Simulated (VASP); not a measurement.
# C (R-3m) in VASP: notebook

Runs on C. Level: LDA. Tasks: single point.

Everything below comes from runs of VASP 6.6.1. Logs are shortened: lines on timing, memory, paths and dates and some standing lists are left out, and cuts for length are marked.

## (1) The cell of the first run

The structure is trigonal, space group R-3m (No. 166). The conventional cell has a = 2.395 Å, b = 2.395 Å, c = 10.292 Å, α = 90.00°, β = 90.00°, γ = 120.00°. C (site symmetry 3m) has 3 C at 1.38 Å within 1.8 Å.

## (2) Single point, LDA (strain -0.025 along x and y, +0.025 along z)

The input, INCAR:

```
PREC = Accurate
ENCUT = 520
EDIFF = 1E-7
ISMEAR = 0
SIGMA = 0.05
LREAL = False
LASPH = True
NELM = 60
ALGO = Normal
ISIF = 2
LWAVE = False
LCHARG = False
NBANDS = 11
```

The input, KPOINTS:

```
regular mesh
0
Gamma
  12 12 12
```

The input, POSCAR:

```
C
1.0
    1.1973256878      0.6912763082      3.4306861104
   -1.1973256878      0.6912763082      3.4306861104
    0.0000000000     -1.3825526163      3.4306861104
C
2
Direct
    0.1640000000      0.1640000000      0.1640000000
    0.8360000000      0.8360000000      0.8360000000
```

Potentials or basis: VASP PAW LDA potentials, release 64 (C).

On the command line:

```
> cat potpaw_LDA.64/C/POTCAR > POTCAR
> mpirun -np 1 vasp_std > vasp.out
```

OUTCAR:

```text
PREC = Accurate
   ENCUT = 520
   EDIFF = 1E-7
   ISMEAR = 0
   LREAL = False
   LASPH = True
   NELM = 60
   ISIF = 2

 ion  position               nearest neighbor table
   1  0.164  0.164  0.164-   2 1.38   2 1.38   2 1.38
   2  0.836  0.836  0.836-   1 1.38   1 1.38   1 1.38

  LATTYP: Found a trigonal (rhomboedric) cell.
 ALAT       =     3.6987915493
 COS(alpha) =     0.7904272161

  Lattice vectors:

 A1 = (   1.1973256878,   0.6912763082,   3.4306861104)
 A2 = (  -1.1973256878,   0.6912763082,   3.4306861104)
 A3 = (   0.0000000000,  -1.3825526163,   3.4306861104)

Analysis of symmetry for initial positions (statically):
=====================================================================
 Subroutine PRICEL returns:
 Original cell was already a primitive cell.

 Routine SETGRP: Setting up the symmetry group for a
 trigonal (rhombohedral) supercell.

 Subroutine GETGRP returns: Found 12 space group operations
 (whereof 12 operations were pure point group operations)
 out of a pool of 12 trial point group operations.

The static configuration has the point symmetry D_3d.

Analysis of symmetry for dynamics (positions and initial velocities):
=====================================================================
 Subroutine PRICEL returns:
 Original cell was already a primitive cell.

 Routine SETGRP: Setting up the symmetry group for a
 trigonal (rhombohedral) supercell.

 Subroutine GETGRP returns: Found 12 space group operations
 (whereof 12 operations were pure point group operations)
 out of a pool of 12 trial point group operations.

The dynamic configuration has the point symmetry D_3d.

 Subroutine INISYM returns: Found 12 space group operations
 (whereof 12 operations are pure point group operations),
 and found     1 'primitive' translations

----------------------------------------------------------------------------------------

                                     Primitive cell

  volume of cell :      17.0371

  direct lattice vectors                    reciprocal lattice vectors
     1.197325688  0.691276308  3.430686110     0.417597321  0.241099926  0.097162294
    -1.197325688  0.691276308  3.430686110    -0.417597321  0.241099926  0.097162294
     0.000000000 -1.382552616  3.430686110     0.000000000 -0.482199852  0.097162294

  length of vectors
     3.698791549  3.698791549  3.698791549     0.491891460  0.491891460  0.491891460

  position of ions in fractional coordinates (direct lattice)
     0.164000000  0.164000000  0.164000000
     0.836000000  0.836000000  0.836000000

  ion indices of the primitive-cell ions
   primitive index   ion index
                 1           1
                 2           2

----------------------------------------------------------------------------------------

 KPOINTS: regular mesh

Automatic generation of k-mesh.
 Grid dimensions read from file:
 generate k-points for:   12   12   12

 Generating k-lattice:

  Cartesian coordinates                     Fractional coordinates (reciprocal lattice)
     0.034799777  0.020091660  0.008096858     0.083333333  0.000000000  0.000000000
    -0.034799777  0.020091660  0.008096858     0.000000000  0.083333333  0.000000000
     0.000000000 -0.040183321  0.008096858     0.000000000  0.000000000  0.083333333

  Length of vectors
     0.040990955  0.040990955  0.040990955

  Shift w.r.t. Gamma in fractional coordinates (k-lattice)
     0.000000000  0.000000000  0.000000000

 Subroutine IBZKPT returns following result:
 ===========================================

 Found    189 irreducible k-points:

 Following reciprocal coordinates:
            Coordinates               Weight
  0.000000  0.000000  0.000000      1.000000
  0.083333 -0.000000 -0.000000      6.000000
  0.166667  0.000000  0.000000      6.000000
  0.250000 -0.000000 -0.000000      6.000000
  0.333333 -0.000000 -0.000000      6.000000
  0.416667  0.000000  0.000000      6.000000
[... 16 lines left out ...]
  0.500000  0.166667 -0.000000     12.000000
 -0.416667  0.166667 -0.000000     12.000000
 [... further k-points ...]
   k-points           NKPTS =    189   k-points in BZ     NKDIM =    189   number of bands    NBANDS=     11
   number of dos      NEDOS =    301   number of ions     NIONS =      2
   total plane-waves  NPLWV =  21952
   dimension x,y,z NGX =    28 NGY =   28 NGZ =   28
   dimension x,y,z NGXF=    56 NGYF=   56 NGZF=   56
   ions per type =               2
   NGX,Y,Z   is equivalent  to a cutoff of  12.58, 12.58, 12.58 a.u.
   NGXF,Y,Z  is equivalent  to a cutoff of  25.17, 25.17, 25.17 a.u.
 SYSTEM =  unknown system
   PREC   = accura    normal or accurate (medium, high low for compatibility)
   ISTART =      0    job   : 0-new  1-cont  2-samecut
   ICHARG =      2    charge: 1-file 2-atom 10-const
   ISPIN  =      1    spin polarized calculation?
   LNONCOLLINEAR =      F non collinear calculations
   LSORBIT =      F    spin-orbit coupling
   LASPH  =      T    aspherical Exc in radial PAW
   ENCUT  =  520.0 eV  38.22 Ry    6.18 a.u.   6.88  6.88  6.88*2*pi/ulx,y,z
   NELM   =     60;   NELMIN=  2; NELMDL= -5     # of ELM steps
   EDIFF  = 0.1E-06   stopping-criterion for ELM
   LREAL  =      F    real-space projection
   EDIFFG = 0.1E-05   stopping-criterion for IOM
   NSW    =      0    number of steps for IOM
   IBRION =     -1    ionic relax: 0-MD 1-quasi-New 2-CG
   NFREE  =      0    steps in history (QN), initial steepest desc. (CG)
   ISIF   =      2    stress and relaxation
   ISYM   =      2    0-nonsym 1-usesym 2-fastsym
   POTIM  = 0.5000    time-step for ionic-motion
   TEBEG  =    0.0;   TEEND  =   0.0 temperature during run
   PSTRESS=    0.0 pullay stress
   NELECT =       8.0000    total number of electrons
   NUPDOWN=      -1.0000    fix difference up-down
   EMIN   =  10.00;   EMAX   =-10.00  energy-range for DOS
   EFERMI =   0.00;   METHOD = LEGACY
   ISMEAR =     0;   SIGMA  =   0.05  broadening in eV -4-tet -1-fermi 0-gaus
   EFERMI_NEDOS =   21; number of points for ismear=-14 and -15
   IALGO  =     38    algorithm
   IMIX   =      4    mixing-type and parameters
     AMIX     =   0.40;   BMIX     =  1.00
     AMIX_MAG =   1.60;   BMIX_MAG =  1.00
  volume/ion in A,a.u.               =       8.52        57.49
  Fermi-wavevector in a.u.,A,eV,Ry     =   1.272446  2.404575 22.029455  1.619119
  Thomas-Fermi vector in A             =   2.405324
   LORBIT       =      0    0 simple, 1 ext, 2 COOP (PROOUT), +10 PAW based schemes
   GGA     = CA    functional components
   LHFCALC =     F    Hartree Fock is set to
   AEXX    =    0.0000 exact exchange contribution
   IVDW    =     0    specifies the selected vdW correction
   LEPSILON=     F    determine dielectric tensor
   LRPA    =     F    only Hartree local field effects (RPA)
 non-spin polarized calculation
 Gauss-broadening in eV      SIGMA  =   0.05
  energy-cutoff  :      520.00
  volume of cell :       17.04
 maximum number of plane-waves:       477
   NGX = 13   NGY = 13   NGZ = 13

 number of electron       8.0000000 magnetization

 Free energy of the ion-electron system (eV)
  ---------------------------------------------------
  ext. energy  EPLUGINS =         0.00000000
  ---------------------------------------------------
  free energy    TOTEN  =       -20.12710827 eV

  energy without entropy =      -20.12710827  energy(sigma->0) =      -20.12710827

 E-fermi :   4.7562     XC(G=0): -10.7862

 val. band max:        4.5546940589   @ k =  -0.3333   0.3333   0.0000
 cond. band min:       5.2089444652   @ k =  -0.3333   0.3333   0.0000
 fundamental gap:      0.6542504062
 Fermi energy:         4.7562171360

 k-point     1 :       0.0000    0.0000    0.0000
  band No.  band energies     occupation
      1     -15.2169      2.00000
      2      -2.3934      2.00000
      3       1.9571      2.00000
      4       1.9571      2.00000
      5       8.1722      0.00000
      6      13.7849      0.00000
      7      13.7849      0.00000
      8      17.2723      0.00000
      9      19.8389      0.00000
     10      28.4160      0.00000
     11      29.7163      0.00000

 k-point     2 :       0.0833   -0.0000   -0.0000
  band No.  band energies     occupation
      1     -15.0421      2.00000
      2      -2.2070      2.00000
      3       1.2989      2.00000
      4       1.5883      2.00000
      5       8.4177      0.00000
      6      13.8849      0.00000
      7      14.5350      0.00000
      8      16.6434      0.00000
      9      20.0777      0.00000
     10      28.9549      0.00000
     11      29.0127      0.00000

 k-point     3 :       0.1667    0.0000    0.0000
  band No.  band energies     occupation
      1     -14.5194      2.00000
      2      -1.6547      2.00000
      3      -0.3713      2.00000
      4       0.7297      2.00000
      5       9.1465      0.00000
      6      13.9492      0.00000
      7      15.0179      0.00000
      8      16.5157      0.00000
      9      20.7996      0.00000
     10      26.8707      0.00000
     11      30.1114      0.00000

 k-point     4 :       0.2500   -0.0000   -0.0000
  band No.  band energies     occupation
      1     -13.6556      2.00000
      2      -2.5549      2.00000
      3      -0.7267      2.00000
      4      -0.2180      2.00000
      5      10.2573      0.00000
      6      12.8108      0.00000
      7      13.9212      0.00000
      8      19.2435      0.00000
      9      21.5985      0.00000
     10      24.9393      0.00000
     11      28.1410      0.00000
[... 239 lines left out ...]
 k-point    22 :       0.4167    0.1667   -0.0000
  band No.  band energies     occupation
      1     -11.9229      2.00000
      2      -4.6638      2.00000
      3      -2.7850      2.00000
      4       0.7173      2.00000
      5       9.5900      0.00000
      6      13.6661      0.00000
      7      16.2085      0.00000
      8      18.8130      0.00000
      9      20.0918      0.00000
     10      24.6160      0.00000
     11      28.1969      0.00000

 k-point    23 :       0.5000    0.1667   -0.0000
  band No.  band energies     occupation
      1     -10.4452      2.00000
      2      -6.7169      2.00000
      3      -3.3622      2.00000
      4       2.1606      2.00000
      5       7.6958      0.00000
      6      15.3646      0.00000
      7      16.1973      0.00000
      8      18.3775      0.00000
      9      19.8536      0.00000
     10      24.3989      0.00000
     11      28.9566      0.00000

 k-point    24 :      -0.4167    0.1667   -0.0000
  band No.  band energies     occupation
      1      -9.0181      2.00000
      2      -8.3608      2.00000
      3      -3.5509      2.00000
      4       3.2891      2.00000
      5       6.4499      0.00000
      6      16.0309      0.00000
      7      16.3484      0.00000
      8      16.9702      0.00000
      9      20.3288      0.00000
     10      25.2999      0.00000
     11      28.4783      0.00000

 [... further k-points ...]
[... 5 lines left out ...]
  --------------------------------------------------------------------------------------
  -------------------------------------------------------------------------------------
  Total        3.1977941      3.1977941     -0.1915928      0.0000000     -0.0000000      0.0000000
  in kB      300.7217712    300.7217712    -18.0174623      0.0000000     -0.0000000      0.0000000
  external PRESSURE =     194.4753601 kB  Pullay stress =       0.0000000 kB

 VOLUME and BASIS-vectors are now :
 -----------------------------------------------------------------------------
  energy-cutoff  :      520.00
  volume of cell :       17.04
      direct lattice vectors                 reciprocal lattice vectors
     1.197325688  0.691276308  3.430686110     0.417597321  0.241099926  0.097162294
    -1.197325688  0.691276308  3.430686110    -0.417597321  0.241099926  0.097162294
     0.000000000 -1.382552616  3.430686110     0.000000000 -0.482199852  0.097162294

 POSITION                                       TOTAL-FORCE (eV/Angst)
 -----------------------------------------------------------------------------------
      0.00000      0.00000      1.68790         0.000000      0.000000      0.906102
      0.00000      0.00000      8.60416         0.000000     -0.000000     -0.906102
 -----------------------------------------------------------------------------------
    total drift:                                0.000000     -0.000000      0.000000

  FREE ENERGIE OF THE ION-ELECTRON SYSTEM (eV)
  ---------------------------------------------------
  free  energy   TOTEN  =       -20.1271082685 eV

  energy  without entropy=      -20.1271082685  energy(sigma->0) =      -20.12710827
```

Run time: 36 s. Hardware: 1 thread of Intel Xeon 6975P-C, shared host; peak memory 0.15 GiB.

Results:

```
Free energy            : -20.1271 eV
Pressure               : 19.4 GPa
Largest force          : 0.906 eV/Å
Band gap on the k mesh : 0.65 eV, direct
```

Forces in eV/Å, atoms in the order of the input:
```
C    0.000  0.000  0.906
C    0.000  0.000 -0.906
```

Caveat: the cell differs from its parent crystal (strain -0.025 along x and y, +0.025 along z). A k mesh can miss the band edges.

## (3) Single point, LDA (strain -0.025 along x and y, +0.050 along z)

The input, INCAR:

```
SYSTEM = C
PREC = Accurate
ENCUT = 520
EDIFF = 1E-7
ISMEAR = 0
SIGMA = 0.05
LREAL = .False.
LASPH = .True.
NELM = 80
ALGO = Normal
ISIF = 2
LWAVE = .False.
LCHARG = .False.
NBANDS = 11
```

The input, KPOINTS:

```
regular mesh
0
Gamma
  12 12 12
  0 0 0
```

The input, POSCAR:

```
C
1.0
    1.1973256878      0.6912763082      3.5143613814
   -1.1973256878      0.6912763082      3.5143613814
    0.0000000000     -1.3825526163      3.5143613814
C
2
Direct
    0.1640000000      0.1640000000      0.1640000000
    0.8360000000      0.8360000000      0.8360000000
```

Potentials or basis: VASP PAW LDA potentials, release 64 (C).

On the command line:

```
> cat potpaw_LDA.64/C/POTCAR > POTCAR
> mpirun -np 1 vasp_std > vasp.out
```

It took 41 s on 1 thread of Intel Xeon 6975P-C, shared host; peak memory 0.15 GiB.

The run converged. Its results:

```
Free energy            : -20.1224 eV
Pressure               : 18.9 GPa
Largest force          : 0.936 eV/Å
Band gap on the k mesh : 0.57 eV, direct
```

Forces on the atoms (eV/Å):
```
C    0.000  0.000  0.936
C    0.000  0.000 -0.936
```

Stress tensor (GPa, compression positive):
```
29.38  0.00  0.00
 0.00 29.38  0.00
 0.00  0.00 -2.13
```

Levels at points of the mesh, in eV from the valence-band top:
```csv
k point,band 1,band 2,band 3,band 4,band 5,band 6,band 7,band 8
"(0.00, 0.00, 0.00)",-19.80,-7.11,-2.65,-2.65,3.40,9.18,9.18,12.68
"(0.50, 0.00, 0.00)",-14.04,-13.43,-6.29,-1.92,2.11,8.80,12.00,12.16
"(0.50, 0.50, 0.00)",-13.97,-13.37,-6.32,-2.54,1.67,8.51,12.80,14.68
"(0.50, 0.50, 0.50)",-19.58,-8.69,-2.66,-2.66,9.04,9.15,9.15,12.49
```

Caveat: the cell differs from its parent crystal (strain -0.025 along x and y, +0.050 along z). A k mesh can miss the band edges.

## (4) Single point, LDA (strain +0.025 along x and y, -0.050 along z)

The input, INCAR:

```
SYSTEM = C
PREC     = Accurate       ! precision mode
ENCUT    = 520            ! plane-wave cutoff, eV
EDIFF    = 1E-6           ! SCF threshold, eV
ISMEAR   = 0              ! smearing method
SIGMA    = 0.05           ! smearing width, eV
LREAL    = .False.        ! projectors in reciprocal space
LASPH    = .True.         ! aspherical terms in the spheres
NELM     = 100            ! most SCF steps
ALGO     = Normal         ! electronic algorithm
ISIF     = 2              ! what is computed and relaxed
LWAVE    = .False.        ! write WAVECAR
LCHARG   = .True.         ! write CHGCAR
LELF     = .True.         ! ELF
LVHAR    = .True.       
NBANDS   = 11             ! bands
```

KPOINTS is that of step 3.

The input, POSCAR:

```
C
1.0
    1.2587270051      0.7267263753      3.1796602974
   -1.2587270051      0.7267263753      3.1796602974
    0.0000000000     -1.4534527505      3.1796602974
C
2
Direct
    0.1640000000      0.1640000000      0.1640000000
    0.8360000000      0.8360000000      0.8360000000
```

On the command line:

```
> cat potpaw_LDA.64/C/POTCAR > POTCAR
> mpirun -np 1 vasp_std > vasp.out
```

It took 28 s on 1 thread of AMD EPYC 9R45 (Zen 5), shared host; peak memory 0.12 GiB.

The run converged. Its results:

| Quantity | Value |
| --- | --- |
| Free energy | -20.0945 eV |
| Pressure | -22.3 GPa |
| Largest force | 0.813 eV/Å |
| Band gap on the k mesh | 1.03 eV, direct |

Forces on the atoms (eV/Å):
```
C    0.000  0.000  0.813
C    0.000  0.000 -0.813
```

Stress tensor (GPa, compression positive):
```
-33.98   0.00   0.00
  0.00 -33.98   0.00
  0.00   0.00   1.09
```

Levels at points of the mesh, in eV from the valence-band top:
```tsv
k point	band 1	band 2	band 3	band 4	band 5	band 6	band 7	band 8
(0.00, 0.00, 0.00)	-18.48	-5.19	-2.43	-2.43	5.14	8.47	8.47	11.04
(0.50, 0.00, 0.00)	-13.34	-12.25	-5.58	-1.11	2.37	7.72	12.58	12.89
(0.50, 0.50, 0.00)	-13.15	-12.11	-5.68	-2.26	1.76	7.11	13.29	16.31
(0.50, 0.50, 0.50)	-17.99	-7.91	-2.47	-2.47	8.40	8.40	11.28	11.78
```

Caveat: the cell differs from its parent crystal (strain +0.025 along x and y, -0.050 along z). A k mesh can miss the band edges.

(Continued in part 2 of 2.)
